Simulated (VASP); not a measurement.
# AlN (P1) in VASP: a series of runs, part 2 of 2

VASP 6.6.1. The steps go on from the part before.

### 3 Single point, PBE (dynamics (nvt langevin) at 1800 K, volume x 1.06, from the last frame before)

The input, INCAR:

```
SYSTEM = AlN
ALGO     = Normal         ! electronic algorithm
EDIFF    = 1E-7           ! SCF threshold, eV
ENCUT    = 520            ! plane-wave cutoff, eV
GGA      = PE             ! functional
ISIF     = 2              ! what is computed and relaxed
ISMEAR   = -1             ! smearing method
LASPH    = .True.         ! aspherical terms in the spheres
LCHARG   = .False.        ! write CHGCAR
LREAL    = Auto         
LWAVE    = .False.        ! write WAVECAR
NBANDS   = 46             ! bands
NELM     = 80             ! most SCF steps
PREC     = Accurate       ! precision mode
SIGMA    = 0.1551         ! smearing width, eV
```

The input, KPOINTS:

```
Automatic mesh
0
Gamma
  2 2 2
  0.5 0.5 0.5
```

The input, POSCAR:

```
AlN
1.0
    1.5860088422      2.7470478959     -5.0756326300
    1.5860088422      2.7470478959      5.0756326300
    3.1720176843     -5.4940957918      0.0000000000
Al N
8 8
Direct
    0.1646221262      0.1697984268      0.2966761663
    0.1423462138      0.1788821519      0.7820123399
    0.6950707422      0.6990194125      0.2544697943
    0.7269337485      0.7294727423      0.8091768973
    0.0931194023      0.5854314316      0.6271611874
    0.0945626093      0.5504259802      0.1415538747
    0.6058779310      0.0674065326      0.6181617136
    0.5536064503      0.0789755667      0.1220858034
    0.9373266015      0.2878865729      0.2932959915
    0.9989611561      0.4046441084      0.8248590960
    0.5002182076      0.8843161402      0.3141086782
    0.5033032853      0.8738129610      0.7991681349
    0.8909708362      0.7885311922      0.6101567283
    0.9120610260      0.7777008290      0.1055907596
    0.4179850560      0.2642146678      0.6524535523
    0.3500131924      0.2827007951      0.1112389830
```

Potentials or basis: VASP PAW PBE potentials, release 64 (Al, N).

Started as:

```console
> cat potpaw_PBE.64/Al/POTCAR potpaw_PBE.64/N/POTCAR > POTCAR
> mpirun -np 1 vasp_std > vasp.out
```

OUTCAR:

```text
SYSTEM = AlN
   EDIFF = 1E-7
   ENCUT = 520
   GGA = PE
   ISIF = 2
   ISMEAR = -1
   LASPH = .True.
   LREAL = Auto
   NELM = 80
   PREC = Accurate

 ion  position               nearest neighbor table
   1  0.165  0.170  0.297-   9 1.78  16 1.88  14 1.92  15 2.11   6 2.85   3 2.86   4 2.95   8 3.02
                             5 3.07   2 3.10   2 3.25   8 3.27   7 3.28
   2  0.142  0.179  0.782-  16 1.88  10 1.89  13 1.90  15 1.96   7 2.80   4 2.84   6 2.91   5 2.95
                             1 3.10   3 3.17   8 3.20   3 3.22   1 3.25   5 3.28
   3  0.695  0.699  0.254-  14 1.77  11 1.97  13 2.04  16 2.14   1 2.86   4 2.93   8 2.99   6 3.07
                             7 3.08   6 3.12   2 3.17   2 3.22   8 3.23   5 3.32
   4  0.727  0.729  0.809-  14 1.78  13 1.81  12 1.88  15 2.28   2 2.84   7 2.86   3 2.93   1 2.95
                             5 3.06   8 3.19   5 3.28   6 3.35
   5  0.093  0.585  0.627-  10 1.90   9 2.01  12 2.02  13 2.06   2 2.95   6 3.03   4 3.06   1 3.07
                             8 3.09   7 3.16   7 3.19   8 3.27   2 3.28   4 3.28   3 3.32   6 3.32
   6  0.095  0.550  0.142-  10 1.77  11 2.07   9 2.07  14 2.10   1 2.85   2 2.91   5 3.03   3 3.07
                             3 3.12   7 3.15   8 3.17   7 3.21   8 3.22   5 3.32   4 3.35
   7  0.606  0.067  0.618-  11 1.72  12 1.87  15 1.96  10 2.03   2 2.80   4 2.86   3 3.08   8 3.10
[... 397 lines left out ...]
     44      14.0496      0.00000
 [bands above 44 left out]

------------------------ aborting loop because EDIFF is reached ----------------------------------------

  FORCE on cell =-STRESS in cart. coord.  units (eV):
  Direction    XX          YY          ZZ          XY          YZ          ZX
  --------------------------------------------------------------------------------------
  -------------------------------------------------------------------------------------
  Total       -3.2126805     -0.2396708     -5.2649847     -4.7837600     -1.9993355     -0.0951771
  in kB      -29.0955192     -2.1705697    -47.6821347    -43.3239419    -18.1069065     -0.8619678
  external PRESSURE =     -26.3160745 kB  Pullay stress =       0.0000000 kB

 VOLUME and BASIS-vectors are now :
 -----------------------------------------------------------------------------
  energy-cutoff  :      520.00
  volume of cell :      176.91
      direct lattice vectors                 reciprocal lattice vectors
     1.586008842  2.747047896 -5.075632630     0.157628377  0.091006786 -0.098509888
     1.586008842  2.747047896  5.075632630     0.157628377  0.091006786  0.098509888
     3.172017684 -5.494095792  0.000000000     0.157628377 -0.091006786  0.000000000

 POSITION                                       TOTAL-FORCE (eV/Angst)
 -----------------------------------------------------------------------------------
      1.47146     -0.71130      0.02627         1.708282     -0.627882     -3.024528
      2.99003     -3.41402      0.18544         1.170177      2.018710     -2.410343
      3.01822      2.43155      0.02004        -0.195695     -4.129109      0.728349
      4.87660     -0.44488      0.01289        -3.671205     -2.170465     -0.703544
      3.06555     -1.58167      2.49880         0.392177      0.001737      0.573516
      1.47197      0.99410      2.31380         1.544493      0.301970      1.215068
[... 8 lines left out ...]
      3.15157     -1.71061     -0.78048        -1.043668      1.462819      2.165172
      1.35634      1.12694     -0.34165         1.523028      0.585114     -1.639208
 -----------------------------------------------------------------------------------
    total drift:                               -0.002940      0.009379      0.001425

  FREE ENERGIE OF THE ION-ELECTRON SYSTEM (eV)
  ---------------------------------------------------
  free  energy   TOTEN  =      -114.2538188932 eV

  energy  without entropy=     -114.2537684411  energy(sigma->0) =     -114.25379367
```

stdout:

```text
POSCAR found type information on POSCAR AlN
 POSCAR found :  2 types and      16 ions
 scaLAPACK will be used
 LDA part: xc-table for (Slater+PW92), standard interpolation
 POSCAR, INCAR and KPOINTS ok, starting setup
 FFT: planning ... GRIDC
 FFT: planning ... GRID_SOFT
 FFT: planning ... GRID
 WAVECAR not read
 entering main loop
```

Run time: 37 s. Hardware: 1 thread of Intel Xeon 6975P-C (Granite Rapids), shared host; peak memory 0.3 GiB.

Results:

```yaml
Free_energy: -114.2538 eV
Pressure: -2.6 GPa
Largest_force: 5.113 eV/Å
Band_gap_on_the_k_mesh: 3.45 eV, indirect (least direct gap 3.53 eV)
```

Forces on the atoms (eV/Å):
```
Al   1.708 -0.628 -3.025
Al   1.170  2.019 -2.410
Al  -0.196 -4.129  0.728
Al  -3.671 -2.170 -0.704
Al   0.392  0.002  0.574
Al   1.544  0.302  1.215
Al   3.175 -1.451  3.736
Al  -0.461  0.379  0.804
N    2.577  2.268  3.276
N   -3.071  1.121 -1.349
N   -4.222  1.000 -1.223
N   -0.812 -1.302  0.289
N   -0.489  1.363 -1.003
N    1.876 -0.822 -1.435
N   -1.044  1.463  2.165
N    1.523  0.585 -1.639
```

Caveat: the k points lie up to 0.65 Å⁻¹ apart; forces of over 1 eV/Å act on the atoms, so gaps and moduli don't describe the material at rest. A k mesh can miss the band edges.

### 4 Single point, PBE (dynamics (nvt langevin) at 1800 K, volume x 1.06, from the last frame before)

The input, INCAR:

```
SYSTEM = AlN
PREC = Accurate
ENCUT = 520
EDIFF = 1E-6
ISMEAR = -1
SIGMA = 0.1551
LREAL = Auto
LASPH = .TRUE.
NELM = 100
ALGO = Normal
ISIF = 2
LWAVE = .FALSE.
LCHARG = .FALSE.
GGA = PE
NBANDS = 46
```

KPOINTS is that of step 3.

The input, POSCAR:

```
AlN
1.0
    1.5860088422      2.7470478959     -5.0756326300
    1.5860088422      2.7470478959      5.0756326300
    3.1720176843     -5.4940957918      0.0000000000
Al N
8 8
Direct
    0.1842238628      0.1829954445      0.3040143617
    0.2239154090      0.1484109295      0.7786129778
    0.7130002482      0.6801785269      0.2816876300
    0.7308680375      0.7404083261      0.8166447781
    0.1386179388      0.5577518980      0.6083270881
    0.1181935250      0.5696075983      0.0916430379
    0.6353091730      0.0616498457      0.5866744826
    0.6155754037      0.0947563861      0.1009995947
    1.0084998749      0.3553213961      0.2871091828
    1.0334087490      0.3542735059      0.7919195047
    0.4736286603      0.8519322414      0.2649271766
    0.4877306620      0.8406076590      0.7642500511
    0.9327097788      0.8009553653      0.6113073586
    0.9488136009      0.7876329048      0.1045818532
    0.4625791588      0.3174772467      0.6223583346
    0.4696489458      0.3055505840      0.1156354497
```

Potentials or basis: VASP PAW PBE potentials, release 64 (Al, N).

Started as:

```console
> cat potpaw_PBE.64/Al/POTCAR potpaw_PBE.64/N/POTCAR > POTCAR
> mpirun -np 1 vasp_std > vasp.out
```

OUTCAR:

```text
SYSTEM = AlN
   PREC = Accurate
   ENCUT = 520
   EDIFF = 1E-6
   ISMEAR = -1
   LREAL = Auto
   LASPH = .TRUE.
   NELM = 100
   ISIF = 2
   GGA = PE

 ion  position               nearest neighbor table
   1  0.184  0.183  0.304-   9 1.77  15 1.92  14 1.93  16 2.31   5 2.71   4 2.98   3 3.03   2 3.03
                             8 3.04   6 3.08   7 3.30   3 3.33   8 3.35   6 3.36   2 3.36
   2  0.224  0.148  0.779-  13 1.78  16 1.92  10 2.01  15 2.02   8 2.87   4 3.02   1 3.03   5 3.10
                             3 3.14   7 3.15   5 3.17   6 3.18   7 3.19   3 3.22   1 3.36
   3  0.713  0.680  0.282-  16 1.83  13 1.88  14 2.02  11 2.09   7 2.87   1 3.03   4 3.09   8 3.11
                             6 3.13   2 3.14   8 3.20   6 3.21   2 3.22   4 3.28   5 3.31   1 3.33
   4  0.731  0.740  0.817-  12 1.79  14 1.81  13 2.00  15 2.06   8 2.85   7 2.86   1 2.98   5 2.98
                             2 3.02   3 3.09   6 3.22   3 3.28
   5  0.139  0.558  0.608-  12 1.77   9 1.80  10 1.92  13 2.28   1 2.71   4 2.98   6 3.08   7 3.10
                             2 3.10   2 3.17   8 3.19   8 3.19   7 3.24   6 3.27   3 3.31
   6  0.118  0.570  0.092-  10 1.78  11 1.79  14 1.97   9 2.04   1 3.08   5 3.08   3 3.13   8 3.13
                             7 3.17   7 3.18   2 3.18   3 3.21   4 3.22   8 3.22   5 3.27   1 3.36
   7  0.635  0.062  0.587-  11 1.79  10 1.98  12 2.02  15 2.19   4 2.86   3 2.87   5 3.10   8 3.11
[... 398 lines left out ...]
 [bands above 44 left out]

------------------------ aborting loop because EDIFF is reached ----------------------------------------

  FORCE on cell =-STRESS in cart. coord.  units (eV):
  Direction    XX          YY          ZZ          XY          YZ          ZX
  --------------------------------------------------------------------------------------
  -------------------------------------------------------------------------------------
  Total        5.5575230     -8.1373478     -1.2439853      0.3605236     -0.1146773      0.4066140
  in kB       50.3314968    -73.6955828    -11.2661057      3.2650687     -1.0385703      3.6824848
  external PRESSURE =     -11.5433972 kB  Pullay stress =       0.0000000 kB

 VOLUME and BASIS-vectors are now :
 -----------------------------------------------------------------------------
  energy-cutoff  :      520.00
  volume of cell :      176.91
      direct lattice vectors                 reciprocal lattice vectors
     1.586008842  2.747047896 -5.075632630     0.157628377  0.091006786 -0.098509888
     1.586008842  2.747047896  5.075632630     0.157628377  0.091006786  0.098509888
     3.172017684 -5.494095792  0.000000000     0.157628377 -0.091006786  0.000000000

 POSITION                                       TOTAL-FORCE (eV/Angst)
 -----------------------------------------------------------------------------------
      1.54675     -0.66151     -0.00624         0.614163      1.598115     -4.581370
      3.06029     -3.25498     -0.38323         2.388993      2.177135      1.134478
      3.10311      2.27951     -0.16659        -0.410408      0.449930     -0.010786
      4.92387     -0.44506      0.04842        -3.381693      0.392379     -3.741870
      3.03407     -1.42925      2.12737        -0.038780     -1.990720      2.252099
      1.38155      1.38593      2.29121         0.715399     -1.446176      1.633235
[... 8 lines left out ...]
      3.21131     -1.27644     -0.73648        -0.824852     -1.153047     -0.230475
      1.59627      1.49420     -0.83290        -1.453877     -1.369107      0.957609
 -----------------------------------------------------------------------------------
    total drift:                                0.013741     -0.006029     -0.000165

  FREE ENERGIE OF THE ION-ELECTRON SYSTEM (eV)
  ---------------------------------------------------
  free  energy   TOTEN  =      -115.1858174248 eV

  energy  without entropy=     -115.1858105146  energy(sigma->0) =     -115.18581397
```

Run time: 30 s. Hardware: 1 thread of Intel Xeon 6975P-C (Granite Rapids), shared host; peak memory 0.3 GiB.

What came out:

```
Free energy            : -115.1858 eV
Pressure               : -1.2 GPa
Largest force          : 5.059 eV/Å
Band gap on the k mesh : 4.24 eV, direct
```

Forces in eV/Å, atoms in the order of the input:
```
Al   0.614  1.598 -4.581
Al   2.389  2.177  1.134
Al  -0.410  0.450 -0.011
Al  -3.382  0.392 -3.742
Al  -0.039 -1.991  2.252
Al   0.715 -1.446  1.633
Al   2.046 -0.897  2.609
Al   0.088 -1.432  0.081
N   -1.647  1.296  1.246
N   -2.605  0.775 -0.204
N    1.047  2.424 -2.628
N    2.852  1.855  1.323
N   -0.833 -1.188 -0.821
N    1.442 -1.492  0.982
N   -0.825 -1.153 -0.230
N   -1.454 -1.369  0.958
```

Caveat: the k points lie up to 0.65 Å⁻¹ apart; forces of over 1 eV/Å act on the atoms, so gaps and moduli don't describe the material at rest. A k mesh can miss the band edges.
